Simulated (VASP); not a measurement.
Runs of VASP 6.6.1 on BN. The structure is cubic, space group F-43m (No. 216). The conventional cell has a = 3.610 Å, b = 3.610 Å, c = 3.610 Å, α = 90.00°, β = 90.00°, γ = 90.00°. Within 2.1 Å of B (site symmetry -43m) lie 4 N at 1.56 Å. Within 2.1 Å of N (site symmetry -43m) lie 4 B at 1.56 Å. 

```csv
level,k mesh,grid for exact exchange (PRECFOCK),screening parameter,gap on the mesh (eV),pressure (GPa)
r2SCAN,10 × 10 × 10,-,-,4.98,1.1
PBE,10 × 10 × 10,-,-,4.46,5.0
PBE,8 × 8 × 8,-,-,4.46,5.0
HSE06,6 × 6 × 6,Normal,0.2079 1/Å,(a),-3.9
```

Alike in all rows: task single point; potentials or basis VASP PAW PBE potentials, release 64 (B, N); no spin polarisation; cell as given; cutoff (eV) 520; smearing gaussian 0.01 eV.

Question: Estimate the missing entries.

Answer: (a) 5.78.

Caveats: some runs use coarse meshes; the PAW data sets were made with another functional, which shifts forces and pressure a little (some runs).

A k mesh can miss the band edges.
